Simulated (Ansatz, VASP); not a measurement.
**Ca in VASP and in Ansatz**

Contents of POSCAR:

```
Ca
1.0
    0.0000000000      2.7942000000      2.8780260000
    2.7942000000      0.0000000000      2.8780260000
    2.7942000000      2.7942000000      0.0000000000
Ca
1
Direct
    0.0000000000      0.0000000000      0.0000000000
```

The input INCAR.step1:

```
SYSTEM = Ca
PREC = Accurate
ENCUT = 520
ISMEAR = 0
SIGMA = 0.15
LREAL = .False.
LASPH = .True.
NELM = 80
NBANDS = 11
GGA = PE
ALGO = Normal
EDIFF = 1E-4
LWAVE = .True.
LCHARG = .False.
```

The input INCAR.step2:

```
SYSTEM = Ca
PREC = Accurate
ENCUT = 520
EDIFF = 1E-7
ISMEAR = 0
SIGMA = 0.15
LREAL = .False.
LASPH = .True.
NELM = 80
ALGO = Normal
ISIF = 2
LWAVE = .False.
LCHARG = .False.
METAGGA = R2SCAN
LMIXTAU = .True.
NBANDS = 11
ISTART = 1
```

Contents of KPOINTS:

```
regular mesh
0
Gamma
  14 14 14
  0 0 0
```

Input for Ansatz:

```yaml
crystal:
  lattice:
    - [0.0, 2.7942, 2.878026]
    - [2.7942, 0.0, 2.878026]
    - [2.7942, 2.7942, 0.0]
  atoms:
    - { symbol: Ca, position: [0.0, 0.0, 0.0] }
basis:
  ecutwfc: 500
kpoints:
  mp_grid: { grid: [14, 14, 14] }
hamiltonian:
  xc: r2scan
scf:
  occupations: { method: gaussian, width: 0.15 }
output:
  forces: true
  stress: true
  eigenvalues: true
```

Change from the starting cell: strain +0.000 along x and y, +0.030 along z, atoms carried along.

Alike in both runs: task single point; functional r2SCAN; k mesh 14 × 14 × 14; occupations gaussian, width 0.15 eV; no spin polarisation.

|  | VASP | Ansatz |
| --- | --- | --- |
| version | VASP 6.6.1 | Ansatz 0.2.0 |
| potentials or method | VASP PAW PBE potentials, release 64 (Ca_sv), cutoff 520 eV | scalar-relativistic, plane waves, PAW |
| valence electrons in the cell | 10 | 10 |

VASP gave:

| Property | Result |
| --- | --- |
| gap on the k mesh at the Fermi level (eV) | none |
| pressure (GPa) | -0.6 |
| traceless stress, the component that is largest in VASP (GPa) | -0.17 |

**Question.** What did Ansatz give for the same quantities?

**Answer.** gap on the k mesh at the Fermi level (eV): none; pressure (GPa): -0.7; traceless stress, the component that is largest in VASP (GPa): -0.17.

VASP's potentials were made for PBE, not for r2SCAN. A gap of «none» marks a metal or a gap that the smearing closes. The functional is the same, so the differences come from potentials, cutoffs and numerics.
